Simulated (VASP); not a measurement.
Input of a VASP 6.6.1 run:

The input INCAR:

```
SYSTEM = AgRh
PREC = Accurate
ENCUT = 520
EDIFF = 1E-7
ISMEAR = -1
SIGMA = 0.05
LREAL = .False.
LASPH = .True.
NELM = 150
ALGO = Normal
ISIF = 2
LWAVE = .False.
LCHARG = .True.
ISPIN = 2
MAGMOM = 0 0.55
LORBIT = 11
NUPDOWN = 0.55
LMAXMIX = 4
GGA = PE
LELF = .True.
LVHAR = .True.
NBANDS = 24
```

KPOINTS

```
regular mesh
0
Gamma
  14 14 7
  0 0 0
```

The input POSCAR:

```
AgRh
1.0
    2.7775881998      0.0000000000      0.0000000000
   -1.3887940999      2.4054619423      0.0000000000
    0.0000000000      0.0000000000      4.8086020000
Ag Rh
1 1
Direct
    0.0000000000      0.0000000000      0.5000000000
    0.6666666667      0.3333333333      0.0000000000
```

Potentials or basis: VASP PAW PBE potentials, release 64 (Ag, Rh_pv).

Command:

```bash
$ cat potpaw_PBE.64/Ag/POTCAR potpaw_PBE.64/Rh_pv/POTCAR > POTCAR
$ mpirun -np 1 vasp_std > vasp.out
```

Problem. Predict the pressure.

Solution. -2.0 GPa.

Stress tensor (GPa, compression positive):
```
-1.88  0.00  0.00
 0.00 -1.88  0.00
 0.00  0.00 -2.27
```

Caveat: the total moment is fixed, so each spin has its own Fermi level.
